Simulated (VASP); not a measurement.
Input of a VASP 6.6.1 run:

File INCAR:

```
SYSTEM = In3As
PREC     = Accurate       ! precision mode
ENCUT    = 600            ! plane-wave cutoff, eV
EDIFF    = 1E-7           ! SCF threshold, eV
ISMEAR   = -1             ! smearing method
SIGMA    = 0.05           ! smearing width, eV
LREAL    = .False.        ! projectors in reciprocal space
LASPH    = .True.         ! aspherical terms in the spheres
NELM     = 100            ! most SCF steps
ALGO     = Normal         ! electronic algorithm
ISIF     = 3              ! what is computed and relaxed
LWAVE    = .False.        ! write WAVECAR
LCHARG   = .False.        ! write CHGCAR
GGA      = PE             ! functional
IBRION   = 2              ! ionic algorithm
NSW      = 60             ! ionic steps
EDIFFG   = -0.01          ! ionic threshold
```

Contents of KPOINTS:

```
Automatic mesh
0
Gamma
  6 6 6
  0 0 0
```

POSCAR

```
In3As
1.0
    4.6716810000      0.0000000000      0.0000000000
    0.0000000000      4.6716810000      0.0000000000
    0.0000000000      0.0000000000      4.6716810000
In As
3 1
Direct
    0.5000000000      0.5000000000      0.0000000000
    0.5000000000      0.0000000000      0.5000000000
    0.0000000000      0.5000000000      0.5000000000
    0.0000000000      0.0000000000      0.0000000000
```

Potentials or basis: VASP PAW PBE potentials, release 64 (In_d, As).

Run with:

```console
$ cat potpaw_PBE.64/In_d/POTCAR potpaw_PBE.64/As/POTCAR > POTCAR
$ mpirun -np 1 vasp_std > vasp.out
```

Question: Predict the band gap on the k mesh.

Answer: Zero (band 22 reaches 6.93 eV, above the bottom of band 23 at 3.17 eV).

Question: Predict the relaxed volume.

Answer: 25.85 Å³/atom.

Question: Predict the relaxed cell.

Answer: a = 4.694 Å, b = 4.694 Å, c = 4.694 Å, α = 90.00°, β = 90.00°, γ = 90.00°.

Question: Estimate the space group after relaxing (to 0.05 Å).

Answer: Pm-3m (No. 221).

Final structure:
```
In As
1.0
     4.69387    0.00000    0.00000
     0.00000    4.69387    0.00000
     0.00000    0.00000    4.69387
In As
3 1
Direct
  0.50000 0.50000 0.00000
  0.50000 0.00000 0.50000
  0.00000 0.50000 0.50000
  0.00000 0.00000 0.00000
```

Caveat: spin-orbit coupling is left out, which moves the levels of the heavy elements.
